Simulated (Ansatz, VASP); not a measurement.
**C in VASP and in Ansatz**

```
CELL_PARAMETERS angstrom
2.46565 0.00000 0.00000
-1.23283 2.13532 0.00000
0.00000 0.00000 17.50007
ATOMIC_POSITIONS crystal
C 0.66667 0.33333 0.25714
C 0.33333 0.66667 0.25714
C 0.00000 0.33333 0.48057
C 0.66667 0.66667 0.48057
```

Alike in both runs: task single point; functional PBE; dispersion D3(BJ); k mesh 15 × 15 × 1; occupations gaussian, width 0.1 eV; no spin polarisation.

```csv
,VASP,Ansatz
version,VASP 6.6.1,Ansatz 0.2.0
potentials or method,"VASP PAW PBE potentials, release 64 (C), cutoff 520 eV","scalar-relativistic, plane waves, PAW"
valence electrons in the cell,16,16
```

|  | VASP | Ansatz | Ansatz less VASP |
| --- | --- | --- | --- |
| gap on the k mesh at the Fermi level (eV) | 0.14 | 0.14 | 0.000 |
| least direct gap on the mesh (eV) | 0.14 | 0.14 | 0.000 |
| rms of the force components (eV/Å) | 0.015 | 0.016 | +0.0001 |

Atom by atom the forces differ by 0.000 eV/Å (rms over components). Ansatz's warnings: structure snapped to symmetry.
